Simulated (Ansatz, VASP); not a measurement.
## Two plane-wave programs on HfTe5Mo

```xyz
7
Lattice="0.0000 5.2233 5.2233 5.2233 0.0000 5.2233 5.2233 5.2233 0.0000" Properties=species:S:1:pos:R:3 pbc="T T T"
Hf    5.2233    5.2233    5.2233
Te    3.7154    3.7154    3.7154
Te    6.7312    6.7312    3.7154
Te    6.7312    3.7154    6.7312
Te    3.7154    6.7312    6.7312
Te    0.0000    0.0000    0.0000
Mo    7.8350    7.8350    7.8350
```

Alike in both runs: functional PBE; k mesh 3 × 3 × 3; occupations gaussian, width 0.2 eV; no spin polarisation.

Ansatz relaxed the structure, and its values are those at the end. VASP's run is a single point on that final structure, the one shown.

|  | VASP | Ansatz |
| --- | --- | --- |
| version | VASP 6.6.1 | Ansatz 0.2.0 |
| potentials or method | VASP PAW PBE potentials, release 64 (Hf_pv, Te, Mo_sv), cutoff 500 eV | scalar-relativistic, plane waves, PAW |
| valence electrons in the cell | 54 | 120 |

VASP gave:

| Item | Value |
| --- | --- |
| gap on the k mesh at the Fermi level (eV) | none |
| pressure (GPa) | 0.1 |
| rms of the force components (eV/Å) | 0.005 |

**Question.** What did Ansatz give for the same quantities?

**Answer.** gap on the k mesh at the Fermi level (eV): none; pressure (GPa): 0.2; rms of the force components (eV/Å): 0.003.

A gap of «none» marks a metal or a gap that the smearing closes. With one functional, cell and mesh, what is left measures potentials, basis and numerics. VASP's potentials hold 54 valence electrons a cell and Ansatz's 120, so a difference there can come from the potentials and not from the codes.

Neither program's run includes spin-orbit coupling.
